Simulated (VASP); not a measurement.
# Sb (Im-3m) in VASP: further runs

The runs below take Sb through elastic constants, with PBEsol, LDA.

Everything below comes from runs of VASP 6.6.1. Logs are shortened: lines on timing, memory, paths and dates and some standing lists are left out, and cuts for length are marked.

**1. The cell of the first run**

The structure is cubic, space group Im-3m (No. 229). The conventional cell has a = 3.743 Å, b = 3.743 Å, c = 3.743 Å, α = 90.00°, β = 90.00°, γ = 90.00°. Within 4.3 Å of Sb (site symmetry m-3m) lie 14 Sb at 3.24 to 3.74 Å.

**2. Elastic constants, PBEsol**

The input, INCAR:

```
  PREC = Accurate
  ENCUT = 600
  EDIFF = 1E-8
  ISMEAR = -1
  SIGMA = 0.05
  LREAL = F
  LASPH = T
  NELM = 80
  ALGO = Normal
  ISIF = 3
  LWAVE = F
  LCHARG = F
  GGA = PS
  NBANDS = 8
  IBRION = 6
  NFREE = 2
  POTIM = 0.015
  NSW = 1
```

The input, KPOINTS:

```
regular mesh
0
Gamma
  8 8 8
```

The input, POSCAR:

```
Sb
1.0
   -1.8713408863      1.8713408863      1.8713408863
    1.8713408863     -1.8713408863      1.8713408863
    1.8713408863      1.8713408863     -1.8713408863
Sb
1
Direct
    0.0000000000      0.0000000000      0.0000000000
```

Potentials or basis: VASP PAW PBE potentials, release 64 (Sb).

On the command line:

```
cat potpaw_PBE.64/Sb/POTCAR > POTCAR
mpirun -np 1 vasp_std > vasp.out
```

OUTCAR:

```text
PREC = Accurate
   ENCUT = 600
   EDIFF = 1E-8
   ISMEAR = -1
   LREAL = F
   LASPH = T
   NELM = 80
   ISIF = 3
   GGA = PS
   IBRION = 6
   NFREE = 2
   POTIM = 0.015
   NSW = 1

 ion  position               nearest neighbor table
   1  0.000  0.000  0.000-

  LATTYP: Found a body centered cubic cell.
 ALAT       =     3.7426817726

  Lattice vectors:

 A1 = (  -1.8713408863,   1.8713408863,   1.8713408863)
 A2 = (   1.8713408863,  -1.8713408863,   1.8713408863)
 A3 = (   1.8713408863,   1.8713408863,  -1.8713408863)

Analysis of symmetry for initial positions (statically):
=====================================================================
 Subroutine PRICEL returns:
 Original cell was already a primitive cell.

 Routine SETGRP: Setting up the symmetry group for a
 body centered cubic supercell.

 Subroutine GETGRP returns: Found 48 space group operations
 (whereof 48 operations were pure point group operations)
 out of a pool of 48 trial point group operations.

The static configuration has the point symmetry O_h .

Analysis of symmetry for dynamics (positions and initial velocities):
=====================================================================
 Subroutine PRICEL returns:
 Original cell was already a primitive cell.

 Routine SETGRP: Setting up the symmetry group for a
 body centered cubic supercell.

 Subroutine GETGRP returns: Found 48 space group operations
 (whereof 48 operations were pure point group operations)
 out of a pool of 48 trial point group operations.

The dynamic configuration has the point symmetry O_h .

 Subroutine INISYM returns: Found 48 space group operations
 (whereof 48 operations are pure point group operations),
 and found     1 'primitive' translations

----------------------------------------------------------------------------------------

                                     Primitive cell

  volume of cell :      26.2131

[... 323 lines left out ...]

 val. band max:        8.5116621714   @ k =  -0.2500   0.2500   0.1250
 cond. band min:       8.6819751731   @ k =  -0.2500   0.2500   0.2500
 fundamental gap:      0.1703130018
 Fermi energy:         8.5601464103

 k-point     1 :       0.0000    0.0000    0.0000
  band No.  band energies     occupation
      1      -4.4144      2.00000
      2      14.3488      0.00000
      3      14.3488      0.00000
      4      14.3488      0.00000
      5      19.3549      0.00000
      6      19.3549      0.00000
      7      19.3549      0.00000
      8      20.4812      0.00000
[... 243 lines left out ...]
 k-point    24 :      -0.3750    0.3750    0.2500
  band No.  band energies     occupation
      1      -0.2553      2.00000
      2       5.9790      2.00000
      3       8.3564      1.96655
      4       9.3559      0.00000
      5      13.7474      0.00000
      6      18.1863      0.00000
      7      20.2407      0.00000
      8      21.1658      0.00000

 [... further k-points ...]
[... 5 lines left out ...]
  --------------------------------------------------------------------------------------
  -------------------------------------------------------------------------------------
  Total       -0.1696426     -0.1696426     -0.1696426      0.0000000      0.0000000      0.0000000
  in kB      -10.3687572    -10.3687572    -10.3687572      0.0000000      0.0000000      0.0000000
  external PRESSURE =     -10.3687572 kB  Pullay stress =       0.0000000 kB
[... 16 lines left out ...]
  FREE ENERGIE OF THE ION-ELECTRON SYSTEM (eV)
  ---------------------------------------------------
  free  energy   TOTEN  =        -4.3681565931 eV

  energy  without entropy=       -4.3627531143  energy(sigma->0) =       -4.36545485

 INTERNAL STRAIN TENSORS FROM STRAINED CELLS
 ============================================

 INTERNAL STRAIN TENSOR FOR ION    1 for displacements in x,y,z  (eV/Angst):
          X           Y           Z          XY          YZ          ZX
  --------------------------------------------------------------------------------
  x     0.00000    -0.00000     0.00000     0.00000     0.00000    -0.00000
  y    -0.00000    -0.00000     0.00000     0.00000     0.00000    -0.00000
  z     0.00000    -0.00000     0.00000    -0.00000     0.00000     0.00000

 INTERNAL STRAIN TENSORS FROM DISPLACED ATOMS
 ============================================

 INTERNAL STRAIN TENSOR FOR ION    1 for displacements in x,y,z  (eV/Angst):
          X           Y           Z          XY          YZ          ZX
  --------------------------------------------------------------------------------
  x     0.00000     0.00000     0.00000     0.00000     0.00000     0.00000
  y     0.00000     0.00000     0.00000     0.00000     0.00000     0.00000
  z     0.00000     0.00000     0.00000     0.00000     0.00000     0.00000

 Eigenvectors and eigenvalues of the dynamical matrix
 ----------------------------------------------------

   1 f  =    0.000000 THz     0.000000 2PiTHz    0.000000 cm-1     0.000000 meV
             X         Y         Z           dx          dy          dz
      0.000000  0.000000  0.000000    -0.280966   -0.959718    0.000000

   2 f  =    0.000000 THz     0.000000 2PiTHz    0.000000 cm-1     0.000000 meV
             X         Y         Z           dx          dy          dz
      0.000000  0.000000  0.000000    -0.959718    0.280966    0.000000

   3 f  =    0.000000 THz     0.000000 2PiTHz    0.000000 cm-1     0.000000 meV
             X         Y         Z           dx          dy          dz
      0.000000  0.000000  0.000000     0.000000    0.000000    1.000000

--------------------------------------------------------------------------------------------------------

 ELASTIC MODULI CONTR FROM IONIC RELAXATION (kBar)
 Direction    XX          YY          ZZ          XY          YZ          ZX
 --------------------------------------------------------------------------------
 XX           0.0000      0.0000      0.0000      0.0000      0.0000      0.0000
 YY           0.0000      0.0000      0.0000      0.0000      0.0000      0.0000
 ZZ           0.0000      0.0000      0.0000      0.0000      0.0000      0.0000
 XY           0.0000      0.0000      0.0000      0.0000      0.0000      0.0000
 YZ           0.0000      0.0000      0.0000      0.0000      0.0000      0.0000
 ZX           0.0000      0.0000      0.0000      0.0000      0.0000      0.0000
 --------------------------------------------------------------------------------

 TOTAL ELASTIC MODULI (kBar)
 Direction    XX          YY          ZZ          XY          YZ          ZX
 --------------------------------------------------------------------------------
 XX        1087.4603    419.7706    419.7706      0.0000     -0.0000      0.0000
 YY         419.7706   1087.4603    419.7706      0.0000     -0.0000      0.0000
 ZZ         419.7706    419.7706   1087.4603     -0.0000      0.0000      0.0000
 XY           0.0000      0.0000     -0.0000     70.4813      0.0000      0.0000
 YZ          -0.0000     -0.0000      0.0000      0.0000     70.4813      0.0000
 ZX           0.0000      0.0000      0.0000      0.0000      0.0000     70.4813
 --------------------------------------------------------------------------------
```

OSZICAR:

```text
N       E                     dE             d eps       ncg     rms          rms(c)
DAV:   1     0.511600820187E+01    0.51160E+01   -0.18624E+03   472   0.464E+02
DAV:   2    -0.426273522285E+01   -0.93787E+01   -0.91635E+01   656   0.555E+01
DAV:   3    -0.437432368453E+01   -0.11159E+00   -0.11153E+00   552   0.636E+00
[... 150 lines left out ...]
DAV:   2    -0.436815913014E+01   -0.30277E-03   -0.30721E-03   600   0.435E-01    0.198E-02
DAV:   3    -0.436815676552E+01    0.23646E-05   -0.18168E-05   560   0.309E-02    0.250E-03
DAV:   4    -0.436815660383E+01    0.16169E-06   -0.11630E-06   560   0.641E-03    0.557E-04
DAV:   5    -0.436815659303E+01    0.10798E-07   -0.79885E-08   568   0.148E-03    0.480E-05
DAV:   6    -0.436815659305E+01   -0.22197E-10   -0.31848E-09   408   0.408E-04
  15 F= -.43681566E+01 E0= -.43654549E+01  d E =-.540348E-02
```

Run time: 3.2 min. Hardware: 1 thread of Intel Xeon 6975P-C, shared host; peak memory 0.21 GiB.

Results:

```
Elastic constants C11, C12, C44 : 109, 42, 7 GPa
Voigt bulk modulus              : 64 GPa
```

Elastic tensor in Voigt notation (GPa, in the Cartesian axes of the cell as first typed):
```
109  42  42   0   0   0
 42 109  42   0   0   0
 42  42 109   0   0   0
  0   0   0   7   0   0
  0   0   0   0   7   0
  0   0   0   0   0   7
```

Clamped-ion elastic tensor (GPa):
```
109  42  42   0   0   0
 42 109  42   0   0   0
 42  42 109   0   0   0
  0   0   0   7   0   0
  0   0   0   0   7   0
  0   0   0   0   0   7
```

Caveat: the cell is under stress, which shifts elastic constants; the PAW data sets were made with another functional, which shifts forces and pressure a little; spin-orbit coupling is left out, which moves the levels of the heavy elements.

**3. Elastic constants, LDA**

The input, INCAR:

```
SYSTEM = Sb
ALGO = Normal
EDIFF = 1E-8
ENCUT = 500
GGA_COMPAT = .False.
IBRION = 6
ISIF = 3
ISMEAR = -1
LASPH = .True.
LCHARG = .True.
LREAL = .False.
LWAVE = .False.
NELM = 120
NFREE = 2
NSW = 1
POTIM = 0.015
PREC = Accurate
SIGMA = 0.05
```

The input, KPOINTS:

```
k-points
0
Gamma
  7 7 7
  0 0 0
```

POSCAR is that of step 2.

Potentials or basis: VASP PAW LDA potentials, release 64 (Sb_d_GW).

On the command line:

```
cat potpaw_LDA.64/Sb_d_GW/POTCAR > POTCAR
mpirun -np 1 vasp_std > vasp.out
```

OUTCAR:

```text
SYSTEM = Sb
   EDIFF = 1E-8
   ENCUT = 500
   IBRION = 6
   ISIF = 3
   ISMEAR = -1
   LASPH = .True.
   LREAL = .False.
   NELM = 120
   NFREE = 2
   NSW = 1
   POTIM = 0.015
   PREC = Accurate

 ion  position               nearest neighbor table
   1  0.000  0.000  0.000-
[... 706 lines left out ...]
             X         Y         Z           dx          dy          dz
      0.000000  0.000000  0.000000     1.000000    0.000000    0.000000

   2 f  =    0.000000 THz     0.000000 2PiTHz    0.000000 cm-1     0.000000 meV
             X         Y         Z           dx          dy          dz
      0.000000  0.000000  0.000000     0.000000    1.000000    0.000000

   3 f  =    0.000000 THz     0.000000 2PiTHz    0.000000 cm-1     0.000000 meV
             X         Y         Z           dx          dy          dz
      0.000000  0.000000  0.000000     0.000000    0.000000    1.000000

--------------------------------------------------------------------------------------------------------

 ELASTIC MODULI CONTR FROM IONIC RELAXATION (kBar)
 Direction    XX          YY          ZZ          XY          YZ          ZX
 --------------------------------------------------------------------------------
 XX           0.0000      0.0000      0.0000      0.0000      0.0000      0.0000
 YY           0.0000      0.0000      0.0000      0.0000      0.0000      0.0000
 ZZ           0.0000      0.0000      0.0000      0.0000      0.0000      0.0000
 XY           0.0000      0.0000      0.0000      0.0000      0.0000      0.0000
 YZ           0.0000      0.0000      0.0000      0.0000      0.0000      0.0000
 ZX           0.0000      0.0000      0.0000      0.0000      0.0000      0.0000
 --------------------------------------------------------------------------------

 TOTAL ELASTIC MODULI (kBar)
 Direction    XX          YY          ZZ          XY          YZ          ZX
 --------------------------------------------------------------------------------
 XX         -78.6258    830.8425    830.8425      0.0000      0.0000      0.0000
 YY         830.8425    -78.6258    830.8425     -0.0000     -0.0000      0.0000
 ZZ         830.8425    830.8425    -78.6258      0.0000     -0.0000     -0.0000
 XY           0.0000     -0.0000      0.0000    354.2541      0.0000     -0.0000
 YZ           0.0000     -0.0000     -0.0000      0.0000    354.2541      0.0000
 ZX           0.0000      0.0000     -0.0000     -0.0000      0.0000    354.2541
 --------------------------------------------------------------------------------
```

stdout:

```text
POSCAR found type information on POSCAR Sb
 POSCAR found :  1 types and       1 ions
 scaLAPACK will be used
 LDA part: xc-table for (Slater(with rela. corr.)+CA(PZ))
 , standard interpolation
 POSCAR, INCAR and KPOINTS ok, starting setup
 FFT: planning ... GRIDC
 FFT: planning ... GRID_SOFT
 FFT: planning ... GRID
 WAVECAR not read
 entering main loop
 Found     1 degrees of freedom:
 Adding 6 more for cell shape distortion
 Finite differences POTIM= 0.01500 DOF=   7
 bond charge predicted
 Finite differences progress:
 bond charge predicted
 Finite differences progress:
 bond charge predicted
 Finite differences progress:
 bond charge predicted
 Finite differences progress:
 bond charge predicted
 Finite differences progress:
 bond charge predicted
 Finite differences progress:
 bond charge predicted
 Finite differences progress:
 bond charge predicted
 Finite differences progress:
 bond charge predicted
 Finite differences progress:
 bond charge predicted
 Finite differences progress:
 bond charge predicted
 Finite differences progress:
 bond charge predicted
 Finite differences progress:
 bond charge predicted
 Finite differences progress:
 bond charge predicted
 Finite differences progress:
```

Wall time 80 s (1 thread of Intel Xeon Platinum 8488C (Sapphire Rapids), shared host); peak memory 0.19 GiB.

Results:

```yaml
Elastic_constants_C11_C12_C44: -8, 83, 35 GPa
Voigt_bulk_modulus: 53 GPa
```

Elastic tensor in Voigt notation (GPa, in the Cartesian axes of the cell as first typed):
```
-8 83 83  0  0  0
83 -8 83  0  0  0
83 83 -8  0  0  0
 0  0  0 35  0  0
 0  0  0  0 35  0
 0  0  0  0  0 35
```

Clamped-ion elastic tensor (GPa):
```
-8 83 83  0  0  0
83 -8 83  0  0  0
83 83 -8  0  0  0
 0  0  0 35  0  0
 0  0  0  0 35  0
 0  0  0  0  0 35
```

Caveat: the cell is under stress, which shifts elastic constants; the elastic tensor has a negative eigenvalue, so either the cell is unstable as it stands or the mesh is too thin; spin-orbit coupling is left out, which moves the levels of the heavy elements.
